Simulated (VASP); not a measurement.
Write the native input for VASP 6.6.1 that does the following.

```
Task                   : single point
Functional             : PBE
Potentials or basis    : VASP PAW PBE potentials, release 64 (Os)
Cutoff                 : 600 eV
k mesh                 : 4 × 4 × 4, shifted
Occupations            : gaussian, width 0.1 eV
Spin                   : no spin polarisation
Dipole correction      : no
Further INCAR settings : ALGO = Normal; EDIFF = 1e-06; NBANDS = 10; ISYM = 0
```

The structure of Os lies in POSCAR:

```
Os
1.0
    0.0000000000      1.9220413878      1.9220413878
    1.9220413878      0.0000000000      1.9220413878
    1.9220413878      1.9220413878      0.0000000000
Os
1
Direct
    0.0000000000      0.0000000000      0.0000000000
```

This isn't the form of Os at room conditions, which is hcp.

These files were run (other wordings do the same):

INCAR

```
ALGO = Normal ; EDIFF = 1E-6
ENCUT = 600 ; GGA = PE
GGA_COMPAT = F ; ISIF = 2
ISMEAR = 0 ; ISYM = 0
LASPH = T ; LCHARG = T
LELF = T ; LREAL = F
LVHAR = T ; LWAVE = F
NBANDS = 10 ; NELM = 120
PREC = Accurate ; SIGMA = 0.1
```

KPOINTS

```
Automatic mesh
0
Gamma
  4 4 4
  0.5 0.5 0.5
```

Potentials or basis: VASP PAW PBE potentials, release 64 (Os).

The run is started by

```console
$ cat potpaw_PBE.64/Os/POTCAR > POTCAR
$ mpirun -np 1 vasp_std > vasp.out
```

Results of the run:

- Pressure: 4.9 GPa
- Band gap on the k mesh: zero (bands 4 and 5 overlap by 2.00 eV)

Caveat: the k points lie up to 0.71 Å⁻¹ apart, too coarse for converged energies and pressures of a metal; spin-orbit coupling is left out, which moves the levels of the heavy elements.

Run time: 16 s on 1 thread of Intel(R) Xeon(R) Platinum 8375C CPU @ 2.90GHz (Ice Lake), on a shared host, peak memory 0.15 GiB.
